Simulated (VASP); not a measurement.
# KI (I4/mmm) in VASP: further runs, part 3 of 3

VASP 6.6.1. Earlier steps stand in the parts before.

## Step 6: Single point, PBE (strain +0.040 along x and y, +0.000 along z)

Contents of INCAR:

```
PREC = Accurate
ENCUT = 520
EDIFF = 1E-6
ISMEAR = 0
SIGMA = 0.05
LREAL = False
LASPH = True
NELM = 60
ALGO = Normal
ISIF = 2
LWAVE = False
LCHARG = True
GGA = PE
LELF = True
LVHAR = True
NBANDS = 15
```

Contents of KPOINTS:

```
Automatic mesh
0
Gamma
  6 6 6
```

Contents of POSCAR:

```
KI
1.0
    0.0000000000      3.6655320000      3.5245500000
    3.6655320000      0.0000000000      3.5245500000
    3.6655320000      3.6655320000      0.0000000000
K I
1 1
Direct
    0.0000000000      0.0000000000      0.0000000000
    0.5000000000      0.5000000000      0.5000000000
```

Potentials or basis: VASP PAW PBE potentials, release 64 (K_sv, I).

Launch:

```
$ cat potpaw_PBE.64/K_sv/POTCAR potpaw_PBE.64/I/POTCAR > POTCAR
$ mpirun -np 1 vasp_std > vasp.out
```

OUTCAR:

```text
PREC = Accurate
   ENCUT = 520
   EDIFF = 1E-6
   ISMEAR = 0
   LREAL = False
   LASPH = True
   NELM = 60
   ISIF = 2
   GGA = PE

 ion  position               nearest neighbor table
   1  0.000  0.000  0.000-   2 3.52   2 3.52   2 3.67   2 3.67   2 3.67   2 3.67
   2  0.500  0.500  0.500-   1 3.52   1 3.52   1 3.67   1 3.67   1 3.67   1 3.67

  LATTYP: Found a body centered tetragonal cell.
 ALAT       =     5.1838450677
 C/A-ratio  =     1.3598207331

  Lattice vectors:

 A1 = (   0.0000000000,  -3.6655320000,  -3.5245500000)
 A2 = (   0.0000000000,   3.6655320000,  -3.5245500000)
 A3 = (   3.6655320000,   0.0000000000,   3.5245500000)

Analysis of symmetry for initial positions (statically):
=====================================================================
 Subroutine PRICEL returns:
 Original cell was already a primitive cell.

 Routine SETGRP: Setting up the symmetry group for a
 body centered tetragonal supercell.

 Subroutine GETGRP returns: Found 16 space group operations
 (whereof 16 operations were pure point group operations)
 out of a pool of 16 trial point group operations.

The static configuration has the point symmetry D_4h.

Analysis of symmetry for dynamics (positions and initial velocities):
=====================================================================
 Subroutine PRICEL returns:
 Original cell was already a primitive cell.

 Routine SETGRP: Setting up the symmetry group for a
 body centered tetragonal supercell.

 Subroutine GETGRP returns: Found 16 space group operations
 (whereof 16 operations were pure point group operations)
 out of a pool of 16 trial point group operations.

The dynamic configuration has the point symmetry D_4h.

 Subroutine INISYM returns: Found 16 space group operations
 (whereof 16 operations are pure point group operations),
 and found     1 'primitive' translations

----------------------------------------------------------------------------------------

                                     Primitive cell

  volume of cell :      94.7126

  direct lattice vectors                    reciprocal lattice vectors
     0.000000000  3.665532000  3.524550000    -0.136405848  0.136405848  0.141862082
     3.665532000  0.000000000  3.524550000     0.136405848 -0.136405848  0.141862082
     3.665532000  3.665532000  0.000000000     0.136405848  0.136405848 -0.141862082

  length of vectors
     5.085132992  5.085132992  5.183845068     0.239453463  0.239453463  0.239453463

  position of ions in fractional coordinates (direct lattice)
     0.000000000  0.000000000  0.000000000
     0.500000000  0.500000000  0.500000000

  ion indices of the primitive-cell ions
   primitive index   ion index
                 1           1
                 2           2

----------------------------------------------------------------------------------------

 KPOINTS: Automatic mesh

Automatic generation of k-mesh.
 Grid dimensions read from file:
 generate k-points for:    6    6    6

 Generating k-lattice:

  Cartesian coordinates                     Fractional coordinates (reciprocal lattice)
    -0.022734308  0.022734308  0.023643680     0.166666667  0.000000000  0.000000000
     0.022734308 -0.022734308  0.023643680     0.000000000  0.166666667  0.000000000
     0.022734308  0.022734308 -0.023643680    -0.000000000 -0.000000000  0.166666667

  Length of vectors
     0.039908910  0.039908910  0.039908910

  Shift w.r.t. Gamma in fractional coordinates (k-lattice)
     0.000000000  0.000000000  0.000000000

 Subroutine IBZKPT returns following result:
 ===========================================

 Found     30 irreducible k-points:

 Following reciprocal coordinates:
            Coordinates               Weight
  0.000000  0.000000  0.000000      1.000000
  0.166667  0.000000  0.000000      8.000000
  0.333333 -0.000000  0.000000      8.000000
  0.500000  0.000000  0.000000      4.000000
  0.166667  0.166667  0.000000      2.000000
  0.333333  0.166667  0.000000      8.000000
[... 16 lines left out ...]
  0.333333  0.000000  0.333333      4.000000
  0.500000  0.000000  0.333333     16.000000
 [... further k-points ...]
   k-points           NKPTS =     30   k-points in BZ     NKDIM =     30   number of bands    NBANDS=     15
   number of dos      NEDOS =    301   number of ions     NIONS =      2
   total plane-waves  NPLWV =  64000
   dimension x,y,z NGX =    40 NGY =   40 NGZ =   40
   dimension x,y,z NGXF=    80 NGYF=   80 NGZF=   80
   ions per type =               1   1
   NGX,Y,Z   is equivalent  to a cutoff of  13.08, 13.08, 12.83 a.u.
   NGXF,Y,Z  is equivalent  to a cutoff of  26.15, 26.15, 25.66 a.u.
 SYSTEM =  unknown system
   PREC   = accura    normal or accurate (medium, high low for compatibility)
   ISTART =      0    job   : 0-new  1-cont  2-samecut
   ICHARG =      2    charge: 1-file 2-atom 10-const
   ISPIN  =      1    spin polarized calculation?
   LNONCOLLINEAR =      F non collinear calculations
   LSORBIT =      F    spin-orbit coupling
   LASPH  =      T    aspherical Exc in radial PAW
   ENCUT  =  520.0 eV  38.22 Ry    6.18 a.u.   9.45  9.45  9.64*2*pi/ulx,y,z
   NELM   =     60;   NELMIN=  2; NELMDL= -5     # of ELM steps
   EDIFF  = 0.1E-05   stopping-criterion for ELM
   LREAL  =      F    real-space projection
   EDIFFG = 0.1E-04   stopping-criterion for IOM
   NSW    =      0    number of steps for IOM
   IBRION =     -1    ionic relax: 0-MD 1-quasi-New 2-CG
   NFREE  =      0    steps in history (QN), initial steepest desc. (CG)
   ISIF   =      2    stress and relaxation
   ISYM   =      2    0-nonsym 1-usesym 2-fastsym
   POTIM  = 0.5000    time-step for ionic-motion
   TEBEG  =    0.0;   TEEND  =   0.0 temperature during run
   PSTRESS=    0.0 pullay stress
   NELECT =      16.0000    total number of electrons
   NUPDOWN=      -1.0000    fix difference up-down
   EMIN   =  10.00;   EMAX   =-10.00  energy-range for DOS
   EFERMI =   0.00;   METHOD = LEGACY
   ISMEAR =     0;   SIGMA  =   0.05  broadening in eV -4-tet -1-fermi 0-gaus
   EFERMI_NEDOS =   21; number of points for ismear=-14 and -15
   IALGO  =     38    algorithm
   IMIX   =      4    mixing-type and parameters
     AMIX     =   0.40;   BMIX     =  1.00
     AMIX_MAG =   1.60;   BMIX_MAG =  1.00
  volume/ion in A,a.u.               =      47.36       319.58
  Fermi-wavevector in a.u.,A,eV,Ry     =   0.904994  1.710190 11.143358  0.819014
  Thomas-Fermi vector in A             =   2.028508
   LORBIT       =      0    0 simple, 1 ext, 2 COOP (PROOUT), +10 PAW based schemes
   GGA     = PE    functional components
   LHFCALC =     F    Hartree Fock is set to
   AEXX    =    0.0000 exact exchange contribution
   IVDW    =     0    specifies the selected vdW correction
   LEPSILON=     F    determine dielectric tensor
   LRPA    =     F    only Hartree local field effects (RPA)
 non-spin polarized calculation
 Gauss-broadening in eV      SIGMA  =   0.05
  energy-cutoff  :      520.00
  volume of cell :       94.71
 maximum number of plane-waves:      2589
 NGX is ok and might be reduce to    40
   NGX = 19   NGY = 19   NGZ = 19

 number of electron      16.0000002 magnetization

 Free energy of the ion-electron system (eV)
  ---------------------------------------------------
  ext. energy  EPLUGINS =         0.00000000
  ---------------------------------------------------
  free energy    TOTEN  =        -5.55828180 eV

  energy without entropy =       -5.55828180  energy(sigma->0) =       -5.55828180

 E-fermi :  -0.5485     XC(G=0):  -6.9007

 val. band max:       -0.7672301643   @ k =   0.0000   0.0000   0.0000
 cond. band min:       3.0348909924   @ k =   0.0000   0.0000   0.0000
 fundamental gap:      3.8021211567
 Fermi energy:        -0.5484897292

 k-point     1 :       0.0000    0.0000    0.0000
  band No.  band energies     occupation
      1     -29.4001      2.00000
      2     -12.8808      2.00000
      3     -12.8808      2.00000
      4     -12.8786      2.00000
      5     -11.1722      2.00000
      6      -0.7688      2.00000
      7      -0.7672      2.00000
      8      -0.7672      2.00000
      9       3.0349      0.00000
     10       5.6776      0.00000
     11       5.6776      0.00000
     12       5.8992      0.00000
     13       6.3444      0.00000
     14       6.4992      0.00000
[... 401 lines left out ...]
      2     -12.9211      2.00000
      3     -12.8986      2.00000
      4     -12.8893      2.00000
      5     -11.0372      2.00000
      6      -1.6269      2.00000
      7      -1.2243      2.00000
      8      -1.0670      2.00000
      9       4.6369      0.00000
     10       5.2620      0.00000
     11       6.7376      0.00000
     12       7.3219      0.00000
     13       7.8626      0.00000
     14       8.3955      0.00000
     15       8.7285      0.00000

 [... further k-points ...]
[... 5 lines left out ...]
  --------------------------------------------------------------------------------------
  -------------------------------------------------------------------------------------
  Total       -0.2425275     -0.2425275      0.2146078      0.0000000      0.0000000      0.0000000
  in kB       -4.1026450     -4.1026450      3.6303496      0.0000000      0.0000000      0.0000000
  external PRESSURE =      -1.5249802 kB  Pullay stress =       0.0000000 kB

 VOLUME and BASIS-vectors are now :
 -----------------------------------------------------------------------------
  energy-cutoff  :      520.00
  volume of cell :       94.71
      direct lattice vectors                 reciprocal lattice vectors
     0.000000000  3.665532000  3.524550000    -0.136405848  0.136405848  0.141862082
     3.665532000  0.000000000  3.524550000     0.136405848 -0.136405848  0.141862082
     3.665532000  3.665532000  0.000000000     0.136405848  0.136405848 -0.141862082

 POSITION                                       TOTAL-FORCE (eV/Angst)
 -----------------------------------------------------------------------------------
      0.00000      0.00000      0.00000         0.000000      0.000000     -0.000000
      3.66553      3.66553      3.52455         0.000000     -0.000000      0.000000
 -----------------------------------------------------------------------------------
    total drift:                                0.000000     -0.000000     -0.000000

  FREE ENERGIE OF THE ION-ELECTRON SYSTEM (eV)
  ---------------------------------------------------
  free  energy   TOTEN  =        -5.5582817966 eV

  energy  without entropy=       -5.5582817966  energy(sigma->0) =       -5.55828180
```

stdout:

```text
POSCAR found type information on POSCAR K I
 POSCAR found :  2 types and       2 ions
 scaLAPACK will be used
 LDA part: xc-table for (Slater+PW92), standard interpolation
 POSCAR, INCAR and KPOINTS ok, starting setup
 FFT: planning ... GRIDC
 FFT: planning ... GRID_SOFT
 FFT: planning ... GRID
 WAVECAR not read
 entering main loop
```

Run time: 43 s. Hardware: 1 thread of Intel Xeon Platinum 8488C (Sapphire Rapids), shared host; peak memory 0.25 GiB.

What came out:

* Free energy: -5.5583 eV
* Pressure: -0.2 GPa
* Band gap on the k mesh: 3.80 eV, direct

Levels at points of the mesh, in eV from the valence-band top:
| k point | band 6 | band 7 | band 8 | band 9 | band 10 | band 11 |
| --- | --- | --- | --- | --- | --- | --- |
| (0.00, 0.00, 0.00) | 0.00 | 0.00 | 0.00 | 3.80 | 6.44 | 6.44 |
| (0.50, 0.00, 0.00) | -1.17 | -0.29 | -0.28 | 5.44 | 7.47 | 7.86 |
| (0.50, 0.50, 0.00) | -0.87 | -0.36 | -0.36 | 5.02 | 5.62 | 8.08 |
| (0.50, 0.00, 0.50) | -0.90 | -0.33 | -0.29 | 5.05 | 5.60 | 7.98 |

Caveat: the cell differs from its parent crystal (strain +0.040 along x and y, +0.000 along z); spin-orbit coupling is left out, which moves the levels of the heavy elements.

## Step 7: The runs side by side

```tsv
cell	gap on the mesh (eV)	pressure (GPa)
a = 4.894, b = 4.894, c = 5.184 Å, angles 58.0, 58.0, 64.0°, 2 atoms	3.92	1.4
a = 4.988, b = 4.988, c = 5.184 Å, angles 58.7, 58.7, 62.6°, 2 atoms	3.88	0.5
a = 5.188, b = 5.188, c = 4.984 Å, angles 61.3, 61.3, 57.4°, 2 atoms	3.80	0.0
a = 5.000, b = 5.000, c = 5.383 Å, angles 57.4, 57.4, 65.1°, 2 atoms	3.77	0.8
a = 5.085, b = 5.085, c = 5.184 Å, angles 59.4, 59.4, 61.3°, 2 atoms	3.80	-0.2
```

Alike in all rows: task single point; level PBE; potentials or basis VASP PAW PBE potentials, release 64 (K_sv, I); no spin polarisation; k mesh 6 × 6 × 6; cutoff (eV) 520; smearing gaussian 0.05 eV.

Caveats: spin-orbit coupling is left out, which moves the levels of the heavy elements.

Absolute energies hang on the potentials; compare differences alone.
